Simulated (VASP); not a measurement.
Crystal: Sn.

```
Sn
1.0
    -1.72654    1.77555    2.33834
     1.72654   -1.77555    2.33834
     1.72654    1.77555   -2.33834
Sn
1
Direct
  0.00000 0.00000 0.00000
```

```yaml
Program: VASP 6.6.1
Task: relaxation of cell and atoms
Functional: PBEsol
Potentials_or_basis: VASP PAW PBE potentials, release 64 (Sn_d)
Cutoff: 600 eV
k_mesh: 11 × 11 × 11
Occupations: gaussian, width 0.1 eV
Spin: no spin polarisation
```

At the start: pressure -3.6 GPa; volume 28.67 Å³/atom.

**Question.** Where does the relaxation end?

**Answer.** Over 6 steps the energy falls by 28.1 meV/atom and the volume is 26.60 Å³/atom (-7.2 %); space group Immm (No. 71, to 0.1 Å) before, I4/mmm (No. 139, to 0.1 Å).

The path:
```csv
step,energy change (eV),largest force (eV/Å),pressure (GPa),volume (Å³)
1,0.0000,0.0000,-3.62,28.67
2,-0.0257,0.0000,1.12,26.07
3,-0.0272,0.0000,0.13,26.52
4,-0.0272,0.0000,0.03,26.56
5,-0.0279,0.0000,0.01,26.58
6,-0.0281,0.0000,-0.03,26.60
```

Final structure:
```yaml
crystal:
  lattice:
    - [-1.70173, 1.70327, 2.29389]
    - [1.70173, -1.70327, 2.29389]
    - [1.70173, 1.70327, -2.29389]
  atoms:
    - { symbol: Sn, position: [0.00000, 0.00000, 0.00000] }
```

Caveat: the PAW data sets were made with another functional, which shifts forces and pressure a little.
